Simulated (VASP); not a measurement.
Set up this calculation in VASP 6.6.1, as the native input.

```
Task                   : single point
Functional             : PBEsol
Dispersion             : D3(BJ)
Potentials or basis    : VASP PAW PBE potentials, release 64 (Bi_d)
Cutoff                 : 520 eV
k mesh                 : 18 × 18 × 18
Occupations            : gaussian, width 0.15 eV
Spin                   : no spin polarisation
Dipole correction      : no
Further INCAR settings : ALGO = Fast; EDIFF = 1e-07; NBANDS = 14
```

The structure of Bi lies in POSCAR:

```
Bi
1.0
   -1.9457394871      1.9457394871      1.8056462440
    1.9457394871     -1.9457394871      1.8056462440
    1.9457394871      1.9457394871     -1.8056462440
Bi
1
Direct
    0.0000000000      0.0000000000      0.0000000000
```

The input as run:

INCAR

```
PREC     = Accurate       # precision mode
ENCUT    = 520            # plane-wave cutoff, eV
EDIFF    = 1E-7           # SCF threshold, eV
ISMEAR   = 0              # smearing method
SIGMA    = 0.15           # smearing width, eV
LREAL    = F              # projectors in reciprocal space
LASPH    = T              # aspherical terms in the spheres
NELM     = 100            # most SCF steps
ALGO     = Fast           # electronic algorithm
ISIF     = 2              # what is computed and relaxed
LWAVE    = F              # write WAVECAR
LCHARG   = F              # write CHGCAR
GGA      = PS             # functional
IVDW     = 12             # dispersion correction
NBANDS   = 14             # bands
```

KPOINTS

```
regular mesh
0
Gamma
  18 18 18
```

Potentials or basis: VASP PAW PBE potentials, release 64 (Bi_d).

Run with:

```bash
$ cat potpaw_PBE.64/Bi_d/POTCAR > POTCAR
$ mpirun -np 1 vasp_std > vasp.out
```

Results of the run:

```
Pressure                   : 3.3 GPa
Band gap on the k mesh     : zero (an odd number of electrons rules out a gap without spin polarisation)
Dispersion energy per atom : -0.600 eV
```

Caveat: the cell stands under pressure; the PAW data sets were made with another functional, which shifts forces and pressure a little; spin-orbit coupling is left out, which moves the levels of the heavy elements.

Wall time 100 s on 1 thread of Intel Xeon 8259CL, with other jobs on the host, peak memory 0.28 GiB.
